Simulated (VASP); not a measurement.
# HgH2 (I4_1/amd) in VASP: settings compared

HgH2 is run at these levels: PBEsol, r2SCAN+rVV10; tasks: single point, relaxation of cell and atoms.

All numbers are computed with VASP 6.6.1; they aren't measurements. Logs are shortened: lines on timing, memory, paths and dates and some standing lists are left out, and cuts for length are marked.

## 1. The cell of the first run

Symmetry: I4_1/amd, No. 141, tetragonal system. Conventional cell: a = 3.704 Å, b = 3.704 Å, c = 11.781 Å, α = 90.00°, β = 90.00°, γ = 90.00°. Within 2.5 Å of Hg (site symmetry -4m2) lie 4 H at 1.86 Å. Within 2.5 Å of H (site symmetry 2mm) lie 2 Hg at 1.86 Å.

## 2. Single point, PBEsol

The input, INCAR:

```
SYSTEM = HgH2
PREC = Accurate
ENCUT = 520
EDIFF = 1E-6
ISMEAR = -1
SIGMA = 0.03
LREAL = .FALSE.
LASPH = .TRUE.
NELM = 60
ALGO = Normal
ISIF = 2
LWAVE = .FALSE.
LCHARG = .FALSE.
GGA = PS
NBANDS = 23
```

The input, KPOINTS:

```
regular mesh
0
G
  8 8 8
  0 0 0
```

The input, POSCAR:

```
HgH2
1.0
   -1.8517608535      1.8517608535      5.8906937686
    1.8517608535     -1.8517608535      5.8906937686
    1.8517608535      1.8517608535     -5.8906937686
Hg H
2 4
Direct
    0.7500000000      0.2500000000      0.5000000000
    0.0000000000      0.0000000000      0.0000000000
    0.5103013277      0.0103013277      0.5000000000
    0.7603013277      0.7603013277      0.0000000000
    0.2396986723      0.2396986723      0.0000000000
    0.9896986723      0.4896986723      0.5000000000
```

Potentials or basis: VASP PAW PBE potentials, release 64 (Hg, H).

Launch:

```
$ cat potpaw_PBE.64/Hg/POTCAR potpaw_PBE.64/H/POTCAR > POTCAR
$ mpirun -np 1 vasp_std > vasp.out
```

OUTCAR:

```text
SYSTEM = HgH2
   PREC = Accurate
   ENCUT = 520
   EDIFF = 1E-6
   ISMEAR = -1
   LREAL = .FALSE.
   LASPH = .TRUE.
   NELM = 60
   ISIF = 2
   GGA = PS

 ion  position               nearest neighbor table
   1  0.750  0.250  0.500-   4 1.86   5 1.86   4 1.86   5 1.86   2 3.48   2 3.48   2 3.48   2 3.48

   2  0.000  0.000  0.000-   3 1.86   6 1.86   3 1.86   6 1.86   1 3.48   1 3.48   1 3.48   1 3.48

   3  0.510  0.010  0.500-   2 1.86   2 1.86
   4  0.760  0.760  0.000-   1 1.86   1 1.86
   5  0.240  0.240  0.000-   1 1.86   1 1.86
   6  0.990  0.490  0.500-   2 1.86   2 1.86

  LATTYP: Found a body centered tetragonal cell.
 ALAT       =     3.7035217070
 C/A-ratio  =     3.1811309530

  Lattice vectors:

 A1 = (  -1.8517608535,   1.8517608535,   5.8906937686)
 A2 = (   1.8517608535,  -1.8517608535,   5.8906937686)
 A3 = (   1.8517608535,   1.8517608535,  -5.8906937686)

Analysis of symmetry for initial positions (statically):
=====================================================================
 Subroutine PRICEL returns:
 Original cell was already a primitive cell.

 Routine SETGRP: Setting up the symmetry group for a
 body centered tetragonal supercell.

 Subroutine GETGRP returns: Found 16 space group operations
 (whereof  8 operations were pure point group operations)
 out of a pool of 16 trial point group operations.

The static configuration has the point symmetry D_2d.
 The point group associated with its full space group is D_4h.

Analysis of symmetry for dynamics (positions and initial velocities):
=====================================================================
 Subroutine PRICEL returns:
 Original cell was already a primitive cell.

 Routine SETGRP: Setting up the symmetry group for a
 body centered tetragonal supercell.

 Subroutine GETGRP returns: Found 16 space group operations
 (whereof  8 operations were pure point group operations)
 out of a pool of 16 trial point group operations.

The dynamic configuration has the point symmetry D_2d.
 The point group associated with its full space group is D_4h.

 Subroutine INISYM returns: Found 16 space group operations
 (whereof  8 operations are pure point group operations),
 and found     1 'primitive' translations

----------------------------------------------------------------------------------------

                                     Primitive cell

  volume of cell :      80.7972

  direct lattice vectors                    reciprocal lattice vectors
    -1.851760854  1.851760854  5.890693769     0.000000000  0.270013268  0.084879646
     1.851760854 -1.851760854  5.890693769     0.270013268  0.000000000  0.084879646
     1.851760854  1.851760854 -5.890693769     0.270013268  0.270013268  0.000000000

  length of vectors
     6.446573477  6.446573477  6.446573477     0.283040137  0.283040137  0.381856426

  position of ions in fractional coordinates (direct lattice)
     0.750000000  0.250000000  0.500000000
     0.000000000  0.000000000  0.000000000
     0.510301328  0.010301328  0.500000000
     0.760301328  0.760301328  0.000000000
     0.239698672  0.239698672  0.000000000
     0.989698672  0.489698672  0.500000000

  ion indices of the primitive-cell ions
   primitive index   ion index
                 1           1
                 2           2
                 3           3
                 4           4
                 5           5
                 6           6

----------------------------------------------------------------------------------------

 KPOINTS: regular mesh

Automatic generation of k-mesh.
 Grid dimensions read from file:
 generate k-points for:    8    8    8

 Generating k-lattice:

  Cartesian coordinates                     Fractional coordinates (reciprocal lattice)
     0.000000000  0.033751659  0.010609956     0.125000000 -0.000000000  0.000000000
     0.033751659  0.000000000  0.010609956    -0.000000000  0.125000000  0.000000000
     0.033751659  0.033751659  0.000000000     0.000000000  0.000000000  0.125000000

  Length of vectors
     0.035380017  0.035380017  0.047732053

  Shift w.r.t. Gamma in fractional coordinates (k-lattice)
     0.000000000  0.000000000  0.000000000

 Subroutine IBZKPT returns following result:
 ===========================================

 Found     59 irreducible k-points:

 Following reciprocal coordinates:
            Coordinates               Weight
  0.000000  0.000000  0.000000      1.000000
  0.125000  0.000000  0.000000      8.000000
  0.250000  0.000000  0.000000      8.000000
  0.375000 -0.000000  0.000000      8.000000
  0.500000  0.000000  0.000000      4.000000
  0.125000  0.125000  0.000000      8.000000
[... 16 lines left out ...]
  0.250000  0.125000  0.125000     16.000000
  0.375000  0.125000  0.125000      8.000000
 [... further k-points ...]
   k-points           NKPTS =     59   k-points in BZ     NKDIM =     59   number of bands    NBANDS=     23
   number of dos      NEDOS =    301   number of ions     NIONS =      6
   total plane-waves  NPLWV = 110592
   dimension x,y,z NGX =    48 NGY =   48 NGZ =   48
   dimension x,y,z NGXF=    96 NGYF=   96 NGZF=   96
   ions per type =               2   4
   NGX,Y,Z   is equivalent  to a cutoff of  12.38, 12.38, 12.38 a.u.
   NGXF,Y,Z  is equivalent  to a cutoff of  24.76, 24.76, 24.76 a.u.
 SYSTEM =  HgH2
   PREC   = accura    normal or accurate (medium, high low for compatibility)
   ISTART =      0    job   : 0-new  1-cont  2-samecut
   ICHARG =      2    charge: 1-file 2-atom 10-const
   ISPIN  =      1    spin polarized calculation?
   LNONCOLLINEAR =      F non collinear calculations
   LSORBIT =      F    spin-orbit coupling
   LASPH  =      T    aspherical Exc in radial PAW
   ENCUT  =  520.0 eV  38.22 Ry    6.18 a.u.  11.99 11.99 11.99*2*pi/ulx,y,z
   NELM   =     60;   NELMIN=  2; NELMDL= -5     # of ELM steps
   EDIFF  = 0.1E-05   stopping-criterion for ELM
   LREAL  =      F    real-space projection
   EDIFFG = 0.1E-04   stopping-criterion for IOM
   NSW    =      0    number of steps for IOM
   IBRION =     -1    ionic relax: 0-MD 1-quasi-New 2-CG
   NFREE  =      0    steps in history (QN), initial steepest desc. (CG)
   ISIF   =      2    stress and relaxation
   ISYM   =      2    0-nonsym 1-usesym 2-fastsym
   POTIM  = 0.5000    time-step for ionic-motion
   TEBEG  =    0.0;   TEEND  =   0.0 temperature during run
   PSTRESS=    0.0 pullay stress
   NELECT =      28.0000    total number of electrons
   NUPDOWN=      -1.0000    fix difference up-down
   EMIN   =  10.00;   EMAX   =-10.00  energy-range for DOS
   EFERMI =   0.00;   METHOD = LEGACY
   ISMEAR =    -1;   SIGMA  =   0.03  broadening in eV -4-tet -1-fermi 0-gaus
   EFERMI_NEDOS =   21; number of points for ismear=-14 and -15
   IALGO  =     38    algorithm
   IMIX   =      4    mixing-type and parameters
     AMIX     =   0.40;   BMIX     =  1.00
     AMIX_MAG =   1.60;   BMIX_MAG =  1.00
  volume/ion in A,a.u.               =      13.47        90.87
  Fermi-wavevector in a.u.,A,eV,Ry     =   1.149905  2.173006 17.990743  1.322282
  Thomas-Fermi vector in A             =   2.286572
   LORBIT       =      0    0 simple, 1 ext, 2 COOP (PROOUT), +10 PAW based schemes
   GGA     = PS    functional components
   LHFCALC =     F    Hartree Fock is set to
   AEXX    =    0.0000 exact exchange contribution
   IVDW    =     0    specifies the selected vdW correction
   LEPSILON=     F    determine dielectric tensor
   LRPA    =     F    only Hartree local field effects (RPA)
 non-spin polarized calculation
  energy-cutoff  :      520.00
  volume of cell :       80.80
 maximum number of plane-waves:      2204
   NGX = 23   NGY = 23   NGZ = 23

 number of electron      27.9999999 magnetization

 Free energy of the ion-electron system (eV)
  ---------------------------------------------------
  ext. energy  EPLUGINS =         0.00000000
  ---------------------------------------------------
  free energy    TOTEN  =       -11.96373454 eV

  energy without entropy =      -11.96196028  energy(sigma->0) =      -11.96284741

 E-fermi :   0.7769     XC(G=0):  -9.1830

 val. band max:        0.7451709489   @ k =  -0.3750   0.3750   0.0000
 cond. band min:       0.8608768172   @ k =  -0.3750   0.5000   0.2500
 fundamental gap:      0.1157058683
 Fermi energy:         0.7769241971

 k-point     1 :       0.0000    0.0000    0.0000
  band No.  band energies     occupation
      1      -9.0830      2.00000
      2      -8.6173      2.00000
      3      -8.5864      2.00000
      4      -8.5534      2.00000
      5      -6.5797      2.00000
      6      -6.4222      2.00000
[... 15 lines left out ...]
     22      10.3605      0.00000
     23      10.8512      0.00000

 k-point     2 :       0.1250    0.0000    0.0000
  band No.  band energies     occupation
      1      -8.9246      2.00000
      2      -8.5696      2.00000
      3      -8.4971      2.00000
      4      -8.3504      2.00000
      5      -6.5872      2.00000
      6      -6.4541      2.00000
[... 15 lines left out ...]
     22      10.7038      0.00000
     23      10.9857      0.00000

 k-point     3 :       0.2500    0.0000    0.0000
  band No.  band energies     occupation
      1      -8.7379      2.00000
      2      -8.5557      2.00000
      3      -7.8784      2.00000
      4      -7.7554      2.00000
      5      -6.6434      2.00000
      6      -6.5286      2.00000
[... 15 lines left out ...]
     22      10.5260      0.00000
     23      12.1902      0.00000
[... 495 lines left out ...]
 k-point    23 :       0.2500    0.1250    0.1250
  band No.  band energies     occupation
      1      -7.7902      2.00000
      2      -7.7631      2.00000
      3      -7.0293      2.00000
      4      -6.7551      2.00000
      5      -6.7089      2.00000
      6      -6.6569      2.00000
[... 15 lines left out ...]
     22      11.7995      0.00000
     23      12.7808      0.00000

 k-point    24 :       0.3750    0.1250    0.1250
  band No.  band energies     occupation
      1      -7.7627      2.00000
      2      -7.7492      2.00000
      3      -6.8178      2.00000
      4      -6.7893      2.00000
      5      -6.7060      2.00000
      6      -6.6807      2.00000
[... 15 lines left out ...]
     22      11.2791      0.00000
     23      12.8991      0.00000

 [... further k-points ...]

------------------------ aborting loop because EDIFF is reached ----------------------------------------

  FORCE on cell =-STRESS in cart. coord.  units (eV):
  Direction    XX          YY          ZZ          XY          YZ          ZX
  --------------------------------------------------------------------------------------
  -------------------------------------------------------------------------------------
  Total        0.2227435      0.2227435     -0.0095335      0.0000000      0.0000000      0.0000000
  in kB        4.4169192      4.4169192     -0.1890455      0.0000000      0.0000000      0.0000000
  external PRESSURE =       2.8815976 kB  Pullay stress =       0.0000000 kB

 VOLUME and BASIS-vectors are now :
 -----------------------------------------------------------------------------
  energy-cutoff  :      520.00
  volume of cell :       80.80
      direct lattice vectors                 reciprocal lattice vectors
    -1.851760854  1.851760854  5.890693769     0.000000000  0.270013268  0.084879646
     1.851760854 -1.851760854  5.890693769     0.270013268  0.000000000  0.084879646
     1.851760854  1.851760854 -5.890693769     0.270013268  0.270013268  0.000000000

 POSITION                                       TOTAL-FORCE (eV/Angst)
 -----------------------------------------------------------------------------------
      0.00000      1.85176      2.94535        -0.000000     -0.000000      0.000000
      0.00000      0.00000      0.00000        -0.000000     -0.000000      0.000000
      0.00000      1.85176      0.12136        -0.000000      0.000000      0.006958
      0.00000      0.00000      8.95740         0.000000     -0.000000      0.006958
      0.00000      0.00000      2.82398         0.000000     -0.000000     -0.006958
      0.00000      1.85176      5.76933        -0.000000      0.000000     -0.006958
 -----------------------------------------------------------------------------------
    total drift:                               -0.000000     -0.000000      0.000000

  FREE ENERGIE OF THE ION-ELECTRON SYSTEM (eV)
  ---------------------------------------------------
  free  energy   TOTEN  =       -11.9637345434 eV

  energy  without entropy=      -11.9619602806  energy(sigma->0) =      -11.96284741
```

Run time: 3 min. Hardware: 1 thread of Oxide Virtual Turin-like, shared host; peak memory 0.34 GiB.

What came out:

* Free energy: -11.9637 eV
* Pressure: 0.3 GPa
* Largest force: 0.007 eV/Å
* Band gap on the k mesh: zero (bands 14 and 15 overlap by 4.96 eV)

Forces on the atoms (eV/Å):
```
Hg   0.000  0.000  0.000
Hg   0.000  0.000  0.000
H    0.000  0.000  0.007
H    0.000  0.000  0.007
H    0.000  0.000 -0.007
H    0.000  0.000 -0.007
```

Caveat: the PAW data sets were made with another functional, which shifts forces and pressure a little; spin-orbit coupling is left out, which moves the levels of the heavy elements.

## 3. Single point, r2SCAN+rVV10

This run uses another cell than the first one, of 13.44 Å³/atom.

The input, POSCAR:

```
HgH2
1.0
   -1.8557367886      1.8557367886      5.8526383492
    1.8557367886     -1.8557367886      5.8526383492
    1.8557367886      1.8557367886     -5.8526383492
Hg H
2 4
Direct
    0.7500000000      0.2500000000      0.5000000000
    0.0000000000      0.0000000000      0.0000000000
    0.5054951085      0.0054951085      0.5000000000
    0.7554951085      0.7554951085      0.0000000000
    0.2445048915      0.2445048915      0.0000000000
    0.9945048915      0.4945048915      0.5000000000
```

The input, INCAR.step1:

```
  ALGO = Normal
  EDIFF = 1E-4
  ENCUT = 520
  GGA = PE
  ISMEAR = -1
  LASPH = T
  LCHARG = F
  LREAL = F
  LWAVE = T
  NBANDS = 23
  NELM = 80
  PREC = Accurate
  SIGMA = 0.03
```

The input, INCAR.step2:

```
  ALGO = Normal
  BPARAM = 11.95
  CPARAM = 0.0093
  EDIFF = 1E-6
  ENCUT = 520
  ISIF = 2
  ISMEAR = -1
  ISTART = 1
  IVDW_NL = 2
  LASPH = T
  LCHARG = T
  LELF = T
  LMIXTAU = T
  LREAL = F
  LUSE_VDW = T
  LVHAR = T
  LWAVE = F
  METAGGA = R2SCAN
  NBANDS = 23
  NELM = 80
  PREC = Accurate
  SIGMA = 0.03
```

The input, KPOINTS:

```
k-points
0
Gamma
  8 8 8
```

Potentials or basis: VASP PAW PBE potentials, release 64 (Hg, H).

Launch:

```
$ cat potpaw_PBE.64/Hg/POTCAR potpaw_PBE.64/H/POTCAR > POTCAR
$ cp INCAR.step1 INCAR
$ mpirun -np 1 vasp_std > vasp.out
$ cp INCAR.step2 INCAR
$ mpirun -np 1 vasp_std > vasp.out
```

OUTCAR:

```text
BPARAM = 11.95
   EDIFF = 1E-6
   ENCUT = 520
   ISIF = 2
   ISMEAR = -1
   ISTART = 1
   IVDW_NL = 2
   LASPH = T
   LREAL = F
   METAGGA = R2SCAN
   NELM = 80
   PREC = Accurate

 ion  position               nearest neighbor table
   1  0.750  0.250  0.500-   4 1.86   5 1.86   4 1.86   5 1.86   2 3.47   2 3.47   2 3.47   2 3.47

   2  0.000  0.000  0.000-   3 1.86   6 1.86   3 1.86   6 1.86   1 3.47   1 3.47   1 3.47   1 3.47

   3  0.505  0.005  0.500-   2 1.86   2 1.86
   4  0.755  0.755  0.000-   1 1.86   1 1.86
   5  0.245  0.245  0.000-   1 1.86   1 1.86
   6  0.995  0.495  0.500-   2 1.86   2 1.86

  LATTYP: Found a body centered tetragonal cell.
 ALAT       =     3.7114735772
 C/A-ratio  =     3.1538084416

  Lattice vectors:

 A1 = (  -1.8557367886,   1.8557367886,   5.8526383492)
 A2 = (   1.8557367886,  -1.8557367886,   5.8526383492)
 A3 = (   1.8557367886,   1.8557367886,  -5.8526383492)

Analysis of symmetry for initial positions (statically):
[... 183 lines left out ...]

 E-fermi :   0.7516     XC(G=0):  -9.6763

 val. band max:        0.7416410000   @ k =  -0.3750   0.3750   0.0000
 cond. band min:       0.9420753592   @ k =  -0.2500   0.5000   0.2500
 fundamental gap:      0.2004343592
 Fermi energy:         0.7515797351

 k-point     1 :       0.0000    0.0000    0.0000
  band No.  band energies     occupation
      1      -9.5283      2.00000
      2      -9.0757      2.00000
      3      -9.0529      2.00000
      4      -9.0239      2.00000
      5      -6.9217      2.00000
      6      -6.7975      2.00000
[... 613 lines left out ...]
     22      11.7432      0.00000
     23      13.6303      0.00000

 [... further k-points ...]

------------------------ aborting loop because EDIFF is reached ----------------------------------------

  FORCE on cell =-STRESS in cart. coord.  units (eV):
  Direction    XX          YY          ZZ          XY          YZ          ZX
  --------------------------------------------------------------------------------------
  -------------------------------------------------------------------------------------
  Total        0.3080117      0.3080117      0.0749356      0.0000000      0.0000000      0.0000000
  in kB        6.1211556      6.1211556      1.4892045      0.0000000      0.0000000      0.0000000
  external PRESSURE =       4.5771719 kB  Pullay stress =       0.0000000 kB

 VOLUME and BASIS-vectors are now :
 -----------------------------------------------------------------------------
  energy-cutoff  :      520.00
  volume of cell :       80.62
      direct lattice vectors                 reciprocal lattice vectors
    -1.855736789  1.855736789  5.852638349     0.000000000  0.269434762  0.085431556
     1.855736789 -1.855736789  5.852638349     0.269434762  0.000000000  0.085431556
     1.855736789  1.855736789 -5.852638349     0.269434762  0.269434762  0.000000000

 POSITION                                       TOTAL-FORCE (eV/Angst)
 -----------------------------------------------------------------------------------
     -0.00000      1.85574      2.92632         0.000000      0.000000     -0.000000
      0.00000      0.00000      0.00000         0.000000      0.000000     -0.000000
      0.00000      1.85574      0.06432        -0.000000     -0.000000      0.009384
      0.00000      0.00000      8.84328        -0.000000     -0.000000      0.009384
      0.00000      0.00000      2.86200         0.000000      0.000000     -0.009384
      0.00000      1.85574      5.78832        -0.000000     -0.000000     -0.009384
 -----------------------------------------------------------------------------------
    total drift:                                0.000000     -0.000000      0.000000

  FREE ENERGIE OF THE ION-ELECTRON SYSTEM (eV)
  ---------------------------------------------------
  free  energy   TOTEN  =      -109.0849213147 eV

  energy  without entropy=     -109.0822114322  energy(sigma->0) =     -109.08356637
```

OUTCAR.step1:

```text
EDIFF = 1E-4
   ENCUT = 520
   GGA = PE
   ISMEAR = -1
   LASPH = T
[... 863 lines left out ...]
      0.00000      1.85574      0.06432         0.000000     -0.000000      0.029376
      0.00000      0.00000      8.84328        -0.000000      0.000000      0.029376
      0.00000      0.00000      2.86200        -0.000000      0.000000     -0.029376
      0.00000      1.85574      5.78832         0.000000     -0.000000     -0.029376
 -----------------------------------------------------------------------------------
    total drift:                                0.000000     -0.000000      0.000000

  FREE ENERGIE OF THE ION-ELECTRON SYSTEM (eV)
  ---------------------------------------------------
  free  energy   TOTEN  =       -11.1940276821 eV

  energy  without entropy=      -11.1918328575  energy(sigma->0) =      -11.19293027
```

Run time: 15 min. Hardware: 1 thread of Oxide Virtual Turin-like, shared host; peak memory 0.75 GiB.

Results:

| Quantity | Value |
| --- | --- |
| Free energy | -109.0849 eV |
| Pressure | 0.5 GPa |
| Largest force | 0.009 eV/Å |
| Band gap on the k mesh | zero (bands 14 and 15 overlap by 4.98 eV) |

Forces on the atoms (eV/Å):
```
Hg   0.000  0.000  0.000
Hg   0.000  0.000  0.000
H    0.000  0.000  0.009
H    0.000  0.000  0.009
H    0.000  0.000 -0.009
H    0.000  0.000 -0.009
```

Caveat: the PAW data sets were made with another functional, which shifts forces and pressure a little; spin-orbit coupling is left out, which moves the levels of the heavy elements.

(Part 1 of 2 ends here.)

The gap in the log of VASP goes by the Fermi energy; the results here count the filled bands.